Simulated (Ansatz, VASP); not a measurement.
## Si in VASP and in Ansatz

File INCAR:

```
SYSTEM = Si
PREC = Accurate
ENCUT = 520
EDIFF = 1E-7
ISMEAR = 0
SIGMA = 0.1
LREAL = .FALSE.
LASPH = .TRUE.
NELM = 60
ALGO = Normal
ISIF = 2
LWAVE = .FALSE.
LCHARG = .TRUE.
LDIPOL = .TRUE.
IDIPOL = 3
DIPOL = 0.5 0.5 0.500
GGA = CA
LELF = .TRUE.
LVHAR = .TRUE.
LVACPOTAV = .TRUE.
NBANDS = 11
```

Contents of KPOINTS:

```
regular mesh
0
G
  15 15 1
  0 0 0
```

File POSCAR:

```
Si
1.0
    3.5850000000      0.0000000000      0.0000000000
   -1.7925000000      3.1047010726      0.0000000000
    0.0000000000      0.0000000000     28.0000000000
Si
2
Direct
    0.3333333333      0.6666666667      0.5000000000
    0.6666666667      0.3333333333      0.5000000000
```

Input for Ansatz:

```yaml
crystal:
  lattice:
    - [3.585, 0.0, 0.0]
    - [-1.7925, 3.1047010726, 0.0]
    - [0.0, 0.0, 28.0]
  atoms:
    - { symbol: Si, position: [0.3333333333, 0.6666666667, 0.5] }
    - { symbol: Si, position: [0.6666666667, 0.3333333333, 0.5] }
  periodic: [true, true, false]
basis:
  ecutwfc: 420
kpoints:
  mp_grid: { grid: [15, 15, 1] }
hamiltonian:
  xc: lda
  pseudopotentials: { kind: paw, azcp: { folder: soft_1 } }
scf:
  occupations: { method: gaussian, width: 0.1 }
output:
  forces: true
  stress: true
  eigenvalues: true
```

Alike in both runs: task single point; functional LDA; k mesh 15 × 15 × 1; occupations gaussian, width 0.1 eV; no spin polarisation.

|  | VASP | Ansatz |
| --- | --- | --- |
| version | VASP 6.6.1 | Ansatz 0.2.0 |
| potentials or method | VASP PAW LDA potentials, release 64 (Si), cutoff 520 eV | scalar-relativistic, plane waves, PAW |
| valence electrons in the cell | 8 | 8 |

VASP gave:

| Item | Value |
| --- | --- |
| gap on the k mesh at the Fermi level (eV) | none |
| work function, face that differs most (eV) | 4.65 |

**Question.** Which values does Ansatz return?

**Answer.** gap on the k mesh at the Fermi level (eV): none; work function, face that differs most (eV): 4.63.

Ansatz warns that its potentials were made for another functional, while VASP's fit it. LDA's correlation is that of Perdew and Zunger in VASP and of Perdew and Wang (1992) in Ansatz. A gap of «none» marks a metal or a gap that the smearing closes.
